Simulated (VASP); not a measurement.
# Ta (Im-3m) in VASP: settings compared

Aim: see how the results for Ta move with the level of theory and the settings. Levels: PBEsol, LDA. Tasks: single point.

Everything below comes from runs of VASP 6.6.1. Logs are shortened: lines on timing, memory, paths and dates and some standing lists are left out, and cuts for length are marked.

### Step 1. The cell of the first run

The structure is cubic, space group Im-3m (No. 229). Conventional cell: a = 3.160 Å, b = 3.160 Å, c = 3.160 Å, α = 90.00°, β = 90.00°, γ = 90.00°. Ta (site symmetry m-3m) has 14 Ta at 2.74 to 3.16 Å within 3.6 Å.

### Step 2. Single point, PBEsol

INCAR reads:

```
SYSTEM = Ta
  ALGO = Normal
  EDIFF = 1E-7
  ENCUT = 520
  GGA = PS
  ISIF = 2
  ISMEAR = -1
  LASPH = .TRUE.
  LCHARG = .FALSE.
  LREAL = .FALSE.
  LWAVE = .FALSE.
  NBANDS = 12
  NELM = 60
  PREC = Accurate
  SIGMA = 0.05
```

KPOINTS reads:

```
k-points
0
G
  11 11 11
  0 0 0
```

POSCAR reads:

```
Ta
1.0
   -1.5798060235      1.5798060235      1.5798060235
    1.5798060235     -1.5798060235      1.5798060235
    1.5798060235      1.5798060235     -1.5798060235
Ta
1
Direct
    0.0000000000      0.0000000000      0.0000000000
```

Potentials or basis: VASP PAW PBE potentials, release 64 (Ta_pv).

Command:

```bash
$ cat potpaw_PBE.64/Ta_pv/POTCAR > POTCAR
$ mpirun -np 1 vasp_std > vasp.out
```

OUTCAR:

```text
SYSTEM = Ta
   EDIFF = 1E-7
   ENCUT = 520
   GGA = PS
   ISIF = 2
   ISMEAR = -1
   LASPH = .TRUE.
   LREAL = .FALSE.
   NELM = 60
   PREC = Accurate

 ion  position               nearest neighbor table
   1  0.000  0.000  0.000-

  LATTYP: Found a body centered cubic cell.
 ALAT       =     3.1596120470

  Lattice vectors:

 A1 = (  -1.5798060235,   1.5798060235,   1.5798060235)
 A2 = (   1.5798060235,  -1.5798060235,   1.5798060235)
 A3 = (   1.5798060235,   1.5798060235,  -1.5798060235)

Analysis of symmetry for initial positions (statically):
=====================================================================
 Subroutine PRICEL returns:
 Original cell was already a primitive cell.

 Routine SETGRP: Setting up the symmetry group for a
 body centered cubic supercell.

 Subroutine GETGRP returns: Found 48 space group operations
 (whereof 48 operations were pure point group operations)
 out of a pool of 48 trial point group operations.

The static configuration has the point symmetry O_h .

Analysis of symmetry for dynamics (positions and initial velocities):
=====================================================================
 Subroutine PRICEL returns:
 Original cell was already a primitive cell.

 Routine SETGRP: Setting up the symmetry group for a
 body centered cubic supercell.

 Subroutine GETGRP returns: Found 48 space group operations
 (whereof 48 operations were pure point group operations)
 out of a pool of 48 trial point group operations.

The dynamic configuration has the point symmetry O_h .

 Subroutine INISYM returns: Found 48 space group operations
 (whereof 48 operations are pure point group operations),
 and found     1 'primitive' translations

----------------------------------------------------------------------------------------

                                     Primitive cell

  volume of cell :      15.7714

  direct lattice vectors                    reciprocal lattice vectors
    -1.579806023  1.579806023  1.579806023     0.000000000  0.316494552  0.316494552
     1.579806023 -1.579806023  1.579806023     0.316494552  0.000000000  0.316494552
     1.579806023  1.579806023 -1.579806023     0.316494552  0.316494552  0.000000000

  length of vectors
     2.736304299  2.736304299  2.736304299     0.447590888  0.447590888  0.447590888

[... 77 lines left out ...]
   NELM   =     60;   NELMIN=  2; NELMDL= -5     # of ELM steps
   EDIFF  = 0.1E-06   stopping-criterion for ELM
   LREAL  =      F    real-space projection
   EDIFFG = 0.1E-05   stopping-criterion for IOM
   NSW    =      0    number of steps for IOM
   IBRION =     -1    ionic relax: 0-MD 1-quasi-New 2-CG
   NFREE  =      0    steps in history (QN), initial steepest desc. (CG)
   ISIF   =      2    stress and relaxation
   ISYM   =      2    0-nonsym 1-usesym 2-fastsym
   POTIM  = 0.5000    time-step for ionic-motion
   TEBEG  =    0.0;   TEEND  =   0.0 temperature during run
   PSTRESS=    0.0 pullay stress
   NELECT =      11.0000    total number of electrons
   NUPDOWN=      -1.0000    fix difference up-down
   EMIN   =  10.00;   EMAX   =-10.00  energy-range for DOS
   EFERMI =   0.00;   METHOD = LEGACY
   ISMEAR =    -1;   SIGMA  =   0.05  broadening in eV -4-tet -1-fermi 0-gaus
   EFERMI_NEDOS =   21; number of points for ismear=-14 and -15
   IALGO  =     38    algorithm
   IMIX   =      4    mixing-type and parameters
     AMIX     =   0.40;   BMIX     =  1.00
     AMIX_MAG =   1.60;   BMIX_MAG =  1.00
  volume/ion in A,a.u.               =      15.77       106.43
  Fermi-wavevector in a.u.,A,eV,Ry     =   1.451828  2.743558 28.678439  2.107806
  Thomas-Fermi vector in A             =   2.569281
   LORBIT       =      0    0 simple, 1 ext, 2 COOP (PROOUT), +10 PAW based schemes
   GGA     = PS    functional components
   LHFCALC =     F    Hartree Fock is set to
   AEXX    =    0.0000 exact exchange contribution
   IVDW    =     0    specifies the selected vdW correction
   LEPSILON=     F    determine dielectric tensor
   LRPA    =     F    only Hartree local field effects (RPA)
 non-spin polarized calculation
  energy-cutoff  :      520.00
  volume of cell :       15.77
 maximum number of plane-waves:       434
   NGX = 11   NGY = 11   NGZ = 11

 number of electron      11.0000001 magnetization

 Free energy of the ion-electron system (eV)
  ---------------------------------------------------
  ext. energy  EPLUGINS =         0.00000000
  ---------------------------------------------------
  free energy    TOTEN  =       -12.39819485 eV

  energy without entropy =      -12.39048789  energy(sigma->0) =      -12.39434137

 E-fermi :   6.4220     XC(G=0): -13.4256

 val. band max:        6.3657263841   @ k =  -0.3636   0.3636   0.0909
 cond. band min:       6.4471967982   @ k =  -0.1818   0.2727   0.0909
 fundamental gap:      0.0814704141
 Fermi energy:         6.4219647610

 k-point     1 :       0.0000    0.0000    0.0000
  band No.  band energies     occupation
      1     -26.0516      2.00000
      2     -26.0516      2.00000
      3     -26.0516      2.00000
      4      -1.9705      2.00000
      5       7.1326      0.00000
      6       7.1326      0.00000
      7       7.1326      0.00000
      8      10.8995      0.00000
      9      10.8995      0.00000
     10      21.5405      0.00000
     11      22.1194      0.00000
     12      22.1194      0.00000
[... 331 lines left out ...]
 k-point    24 :       0.3636    0.1818    0.0909
  band No.  band energies     occupation
      1     -27.5462      2.00000
      2     -26.8778      2.00000
      3     -26.3586      2.00000
      4       3.2352      2.00000
      5       4.5461      2.00000
      6       6.7960      0.00113
      7      11.5132      0.00000
      8      12.2031      0.00000
      9      17.2641      0.00000
     10      18.2303      0.00000
     11      21.1857      0.00000
     12      21.5604      0.00000

 [... further k-points ...]
[... 5 lines left out ...]
  --------------------------------------------------------------------------------------
  -------------------------------------------------------------------------------------
  Total        3.0031296      3.0031296      3.0031296     -0.0000000     -0.0000000      0.0000000
  in kB      305.0797399    305.0797399    305.0797399     -0.0000000     -0.0000000      0.0000000
  external PRESSURE =     305.0797399 kB  Pullay stress =       0.0000000 kB

 VOLUME and BASIS-vectors are now :
 -----------------------------------------------------------------------------
  energy-cutoff  :      520.00
  volume of cell :       15.77
      direct lattice vectors                 reciprocal lattice vectors
    -1.579806023  1.579806023  1.579806023     0.000000000  0.316494552  0.316494552
     1.579806023 -1.579806023  1.579806023     0.316494552  0.000000000  0.316494552
     1.579806023  1.579806023 -1.579806023     0.316494552  0.316494552  0.000000000

 POSITION                                       TOTAL-FORCE (eV/Angst)
 -----------------------------------------------------------------------------------
      0.00000      0.00000      0.00000         0.000000     -0.000000      0.000000
 -----------------------------------------------------------------------------------
    total drift:                                0.000000     -0.000000      0.000000

  FREE ENERGIE OF THE ION-ELECTRON SYSTEM (eV)
  ---------------------------------------------------
  free  energy   TOTEN  =       -12.3981948509 eV

  energy  without entropy=      -12.3904878884  energy(sigma->0) =      -12.39434137
```

OSZICAR:

```text
N       E                     dE             d eps       ncg     rms          rms(c)
DAV:   1     0.610706808962E+02    0.61071E+02   -0.61065E+03  1352   0.892E+02
DAV:   2    -0.118246352344E+02   -0.72895E+02   -0.71156E+02  1480   0.252E+02
DAV:   3    -0.128198683001E+02   -0.99523E+00   -0.98117E+00  1600   0.271E+01
DAV:   4    -0.128220154713E+02   -0.21472E-02   -0.21471E-02  1460   0.139E+00
DAV:   5    -0.128220202478E+02   -0.47765E-05   -0.47767E-05  1552   0.643E-02    0.175E+01
DAV:   6    -0.125092822530E+02    0.31274E+00   -0.22506E-01  1536   0.511E+00    0.895E+00
DAV:   7    -0.124001366726E+02    0.10915E+00   -0.22026E-01  1528   0.479E+00    0.377E-01
DAV:   8    -0.123982284329E+02    0.19082E-02   -0.39356E-03  1424   0.716E-01    0.159E-01
DAV:   9    -0.123981968974E+02    0.31536E-04   -0.81092E-05  1520   0.993E-02    0.261E-02
DAV:  10    -0.123981950059E+02    0.18915E-05   -0.33345E-06  1456   0.196E-02    0.288E-03
DAV:  11    -0.123981948955E+02    0.11044E-06   -0.53581E-08   960   0.264E-03    0.251E-04
DAV:  12    -0.123981948509E+02    0.44589E-07   -0.37997E-09   756   0.698E-04
   1 F= -.12398195E+02 E0= -.12394341E+02  d E =-.770696E-02
```

Wall time 19 s (1 thread of AMD EPYC 7R13, shared host); peak memory 0.1 GiB.

What came out:

```yaml
Free_energy: -12.3982 eV
Pressure: 30.5 GPa
```

Levels at points of the mesh, in eV from the Fermi level:
| k point | band 1 | band 2 | band 3 | band 4 | band 5 | band 6 | band 7 | band 8 | band 9 | band 10 |
| --- | --- | --- | --- | --- | --- | --- | --- | --- | --- | --- |
| (0.00, 0.00, 0.00) | -32.47 | -32.47 | -32.47 | -8.39 | 0.71 | 0.71 | 0.71 | 4.48 | 4.48 | 15.12 |

Caveat: the PAW data sets were made with another functional, which shifts forces and pressure a little; spin-orbit coupling is left out, which moves the levels of the heavy elements.

### Step 3. Single point, LDA

This run uses another cell than the first one, of 17.21 Å³/atom, 1.091 times its volume.

INCAR reads:

```
ALGO = Normal
EDIFF = 1E-6
ENCUT = 520
GGA = CA
ISIF = 2
ISMEAR = -1
LASPH = True
LCHARG = False
LREAL = False
LWAVE = False
NBANDS = 12
NELM = 80
PREC = Accurate
SIGMA = 0.05
```

KPOINTS reads:

```
k-points
0
Gamma
  11 11 11
```

POSCAR reads:

```
Ta
1.0
   -1.6264785559      1.6264785559      1.6264785559
    1.6264785559     -1.6264785559      1.6264785559
    1.6264785559      1.6264785559     -1.6264785559
Ta
1
Direct
    0.0000000000      0.0000000000      0.0000000000
```

Potentials or basis: VASP PAW LDA potentials, release 64 (Ta_pv).

Command:

```bash
$ cat potpaw_LDA.64/Ta_pv/POTCAR > POTCAR
$ mpirun -np 1 vasp_std > vasp.out
```

OUTCAR:

```text
EDIFF = 1E-6
   ENCUT = 520
   GGA = CA
   ISIF = 2
   ISMEAR = -1
   LASPH = True
   LREAL = False
   NELM = 80
   PREC = Accurate

 ion  position               nearest neighbor table
   1  0.000  0.000  0.000-

  LATTYP: Found a body centered cubic cell.
 ALAT       =     3.2529571118

  Lattice vectors:

 A1 = (  -1.6264785559,   1.6264785559,   1.6264785559)
 A2 = (   1.6264785559,  -1.6264785559,   1.6264785559)
 A3 = (   1.6264785559,   1.6264785559,  -1.6264785559)

Analysis of symmetry for initial positions (statically):
=====================================================================
 Subroutine PRICEL returns:
 Original cell was already a primitive cell.

 Routine SETGRP: Setting up the symmetry group for a
 body centered cubic supercell.

 Subroutine GETGRP returns: Found 48 space group operations
 (whereof 48 operations were pure point group operations)
 out of a pool of 48 trial point group operations.

The static configuration has the point symmetry O_h .

Analysis of symmetry for dynamics (positions and initial velocities):
=====================================================================
 Subroutine PRICEL returns:
 Original cell was already a primitive cell.

 Routine SETGRP: Setting up the symmetry group for a
 body centered cubic supercell.

 Subroutine GETGRP returns: Found 48 space group operations
 (whereof 48 operations were pure point group operations)
 out of a pool of 48 trial point group operations.

The dynamic configuration has the point symmetry O_h .

 Subroutine INISYM returns: Found 48 space group operations
 (whereof 48 operations are pure point group operations),
 and found     1 'primitive' translations

----------------------------------------------------------------------------------------

[... 109 lines left out ...]
     AMIX     =   0.40;   BMIX     =  1.00
     AMIX_MAG =   1.60;   BMIX_MAG =  1.00
  volume/ion in A,a.u.               =      17.21       116.15
  Fermi-wavevector in a.u.,A,eV,Ry     =   1.410168  2.664830 27.056172  1.988573
  Thomas-Fermi vector in A             =   2.532149
   LORBIT       =      0    0 simple, 1 ext, 2 COOP (PROOUT), +10 PAW based schemes
   GGA     = CA    functional components
   LHFCALC =     F    Hartree Fock is set to
   AEXX    =    0.0000 exact exchange contribution
   IVDW    =     0    specifies the selected vdW correction
   LEPSILON=     F    determine dielectric tensor
   LRPA    =     F    only Hartree local field effects (RPA)
 non-spin polarized calculation
  energy-cutoff  :      520.00
  volume of cell :       17.21
 maximum number of plane-waves:       474
 NGX is ok and might be reduce to    24
   NGX = 11   NGY = 11   NGZ = 11

 number of electron      11.0000000 magnetization

 Free energy of the ion-electron system (eV)
  ---------------------------------------------------
  ext. energy  EPLUGINS =         0.00000000
  ---------------------------------------------------
  free energy    TOTEN  =       -12.83878974 eV

  energy without entropy =      -12.83171701  energy(sigma->0) =      -12.83525338

 E-fermi :   5.7773     XC(G=0): -13.0291

 val. band max:        5.7496095531   @ k =  -0.4545  -0.4545   0.0909
 cond. band min:       5.8337967198   @ k =  -0.1818   0.2727   0.0909
 fundamental gap:      0.0841871666
 Fermi energy:         5.7773198570

 k-point     1 :       0.0000    0.0000    0.0000
  band No.  band energies     occupation
      1     -26.9433      2.00000
      2     -26.9433      2.00000
      3     -26.9433      2.00000
      4      -2.2281      2.00000
      5       6.4468      0.00000
      6       6.4468      0.00000
      7       6.4468      0.00000
      8       9.8711      0.00000
      9       9.8711      0.00000
     10      19.6145      0.00000
     11      21.0710      0.00000
     12      21.0710      0.00000
[... 331 lines left out ...]
 k-point    24 :       0.3636    0.1818    0.0909
  band No.  band energies     occupation
      1     -28.0883      2.00000
      2     -27.5756      2.00000
      3     -27.1737      2.00000
      4       2.8408      2.00000
      5       4.0870      2.00000
      6       5.9772      0.03604
      7      10.3494      0.00000
      8      10.9527      0.00000
      9      15.4223      0.00000
     10      16.4618      0.00000
     11      19.6213      0.00000
     12      19.7036      0.00000

 [... further k-points ...]
[... 5 lines left out ...]
  --------------------------------------------------------------------------------------
  -------------------------------------------------------------------------------------
  Total        0.1007079      0.1007079      0.1007079      0.0000000      0.0000000     -0.0000000
  in kB        9.3749543      9.3749543      9.3749543      0.0000000      0.0000000     -0.0000000
  external PRESSURE =       9.3749543 kB  Pullay stress =       0.0000000 kB

 VOLUME and BASIS-vectors are now :
 -----------------------------------------------------------------------------
  energy-cutoff  :      520.00
  volume of cell :       17.21
      direct lattice vectors                 reciprocal lattice vectors
    -1.626478556  1.626478556  1.626478556     0.000000000  0.307412599  0.307412599
     1.626478556 -1.626478556  1.626478556     0.307412599  0.000000000  0.307412599
     1.626478556  1.626478556 -1.626478556     0.307412599  0.307412599  0.000000000

 POSITION                                       TOTAL-FORCE (eV/Angst)
 -----------------------------------------------------------------------------------
      0.00000      0.00000      0.00000        -0.000000     -0.000000     -0.000000
 -----------------------------------------------------------------------------------
    total drift:                                0.000000      0.000000      0.000000

  FREE ENERGIE OF THE ION-ELECTRON SYSTEM (eV)
  ---------------------------------------------------
  free  energy   TOTEN  =       -12.8387897445 eV

  energy  without entropy=      -12.8317170113  energy(sigma->0) =      -12.83525338
```

It took 22 s on 1 thread of AMD EPYC 7R13, shared host; peak memory 0.1 GiB.

What came out:

| Property | Result |
| --- | --- |
| Free energy | -12.8388 eV |
| Pressure | 0.9 GPa |

Caveat: spin-orbit coupling is left out, which moves the levels of the heavy elements.

### Step 4. Single point, PBEsol

This run uses another cell than the first one, of 17.24 Å³/atom, 1.093 times its volume.

INCAR reads:

```
PREC     = Accurate       # precision mode
ENCUT    = 520            # plane-wave cutoff, eV
EDIFF    = 1E-6           # SCF threshold, eV
ISMEAR   = -1             # smearing method
SIGMA    = 0.05           # smearing width, eV
LREAL    = False          # projectors in reciprocal space
LASPH    = True           # aspherical terms in the spheres
NELM     = 100            # most SCF steps
ALGO     = Normal         # electronic algorithm
ISIF     = 2              # what is computed and relaxed
LWAVE    = False          # write WAVECAR
LCHARG   = False          # write CHGCAR
GGA      = PS             # functional
NBANDS   = 12             # bands
```

KPOINTS reads:

```
regular mesh
0
Gamma
  11 11 11
```

POSCAR reads:

```
Ta
1.0
   -1.6274599907      1.6274599907      1.6274599907
    1.6274599907     -1.6274599907      1.6274599907
    1.6274599907      1.6274599907     -1.6274599907
Ta
1
Direct
    0.0000000000      0.0000000000      0.0000000000
```

Potentials or basis: VASP PAW PBE potentials, release 64 (Ta_pv).

Command:

```bash
$ cat potpaw_PBE.64/Ta_pv/POTCAR > POTCAR
$ mpirun -np 1 vasp_std > vasp.out
```

Run time: 26 s. Hardware: 1 thread of AMD EPYC 7R13, shared host; peak memory 0.11 GiB.

The run converged. Its results:

| Item | Value |
| --- | --- |
| Free energy | -12.5547 eV |
| Pressure | 5.2 GPa |

Levels at points of the mesh, in eV from the Fermi level:
```
           k point  band 1  band 2  band 3  band 4  band 5  band 6  band 7  band 8  band 9  band 10
(0.00, 0.00, 0.00)  -32.85  -32.85  -32.85   -8.09    0.72    0.72    0.72    4.15    4.15    14.81
```

Caveat: the PAW data sets were made with another functional, which shifts forces and pressure a little; spin-orbit coupling is left out, which moves the levels of the heavy elements.

### Step 5. Summary

| level | potentials or basis | cell | gap on the mesh (eV) | pressure (GPa) |
| --- | --- | --- | --- | --- |
| PBEsol | VASP PAW PBE potentials, release 64 (Ta_pv) | a = 2.736 Å, angles 109.5°, 1 atom | none | 30.5 |
| LDA | VASP PAW LDA potentials, release 64 (Ta_pv) | a = 2.817 Å, angles 109.5°, 1 atom | none | 0.9 |
| PBEsol | VASP PAW PBE potentials, release 64 (Ta_pv) | a = 2.819 Å, angles 109.5°, 1 atom | none | 5.2 |

Alike in all rows: task single point; no spin polarisation; k mesh 11 × 11 × 11; cutoff (eV) 520; smearing fermi-dirac 0.05 eV.

Caveats: spin-orbit coupling is left out, which moves the levels of the heavy elements; the PAW data sets were made with another functional, which shifts forces and pressure a little (some runs).

Total energies depend on the potentials used, so only differences within one code and one set of settings carry meaning.
